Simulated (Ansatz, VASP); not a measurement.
MnS in VASP and in Ansatz

```
Mn S
1.0
     0.00000    2.61225    2.61225
     5.22450    2.61225    2.61225
     5.22450    5.22450    0.00000
Mn S
2 2
Direct
  0.00000 0.00000 0.00000
  0.00000 0.00000 0.50000
  0.50000 0.50000 0.00000
  0.50000 0.50000 0.50000
```

Alike in both runs: task single point; functional PBEsol; k mesh 6 × 6 × 6; occupations gaussian, width 0.05 eV; collinear spin; Hubbard terms Mn d U = 4.0 eV, J = 0.9 eV.

|  | VASP | Ansatz |
| --- | --- | --- |
| version | VASP 6.6.1 | Ansatz 0.2.0 |
| potentials or method | VASP PAW PBE potentials, release 64 (Mn_pv, S), cutoff 520 eV | scalar-relativistic, plane waves, PAW |
| valence electrons in the cell | 38 | 42 |

|  | VASP | Ansatz | Ansatz less VASP |
| --- | --- | --- | --- |
| gap on the k mesh at the Fermi level (eV) | 0.19 | 0.48 | +0.289 |
| least direct gap on the mesh (eV) | 1.52 | 1.84 | +0.322 |
| pressure (GPa) | -1.0 | -0.6 | +0.42 |
| net moment per atom (μB) | 2.50 | 2.50 | 0.000 |
| size of the moment on the site where the two differ most (μB) | 4.55 | 4.47 | -0.081 |

VASP's potentials were made for PBE, not for PBEsol. Site moments also hang on the region over which each program counts them. The programs project onto different local orbitals, so the same U acts differently, and such runs can settle in different states. VASP's potentials hold 38 valence electrons a cell and Ansatz's 42, so a difference there can come from the potentials and not from the codes.
